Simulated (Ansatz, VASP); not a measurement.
Cu: VASP beside Ansatz

File INCAR:

```
  ALGO = Normal
  EDIFF = 1E-6
  ENCUT = 520
  GGA = PE
  ISIF = 2
  ISMEAR = -1
  LASPH = True
  LCHARG = False
  LREAL = False
  LWAVE = False
  NBANDS = 18
  NELM = 80
  PREC = Accurate
  SIGMA = 0.05
```

KPOINTS

```
k-points
0
Gamma
  17 17 17
```

File POSCAR:

```
Cu
1.0
   -2.1131407043      2.1131407043      1.1222902843
    2.1131407043     -2.1131407043      1.1222902843
    2.1131407043      2.1131407043     -1.1222902843
Cu
2
Direct
   -0.3750000000     -0.1250000000     -0.2500000000
    0.3750000000      0.1250000000      0.2500000000
```

Input for Ansatz:

```yaml
crystal:
  lattice:
    - [-2.1131407043, 2.1131407043, 1.1222902843]
    - [2.1131407043, -2.1131407043, 1.1222902843]
    - [2.1131407043, 2.1131407043, -1.1222902843]
  atoms:
    - { symbol: Cu, position: [-0.375, -0.125, -0.25] }
    - { symbol: Cu, position: [0.375, 0.125, 0.25] }
kpoints:
  mp_grid: { grid: [17, 17, 17] }
scf:
  occupations: { method: fermi_dirac, width: 0.05 }
hamiltonian:
  xc: pbe
  pseudopotentials: { kind: paw }
output:
  forces: true
  stress: true
  eigenvalues: true
  populations: true
```

Change from the starting cell: volume scaled by 0.76, PAW files.

Alike in both runs: task single point; functional PBE; k mesh 17 × 17 × 17; occupations fermi-dirac, width 0.05 eV; no spin polarisation.

|  | VASP | Ansatz |
| --- | --- | --- |
| version | VASP 6.6.1 | Ansatz 0.2.0 |
| potentials or method | VASP PAW PBE potentials, release 64 (Cu) | PAW with Ansatz's default frozen-core files, scalar-relativistic |
| plane-wave cutoff (eV) | 520 | 420 |
| valence electrons in the cell | 22 | 38 |

|  | VASP | Ansatz | Ansatz less VASP |
| --- | --- | --- | --- |
| pressure (GPa) | 62.4 | 61.9 | -0.56 |
| traceless stress, the component that is largest in VASP (GPa) | 0.18 | 0.03 | -0.153 |

Both programs put the cell under a high pressure, so it lies far from rest at this level. The functional is the same, so the differences come from potentials, cutoffs and numerics. VASP's potentials hold 22 valence electrons a cell and Ansatz's 38, so a difference there can come from the potentials and not from the codes.

Noted on VASP's run: the cell as given lies far from equilibrium.
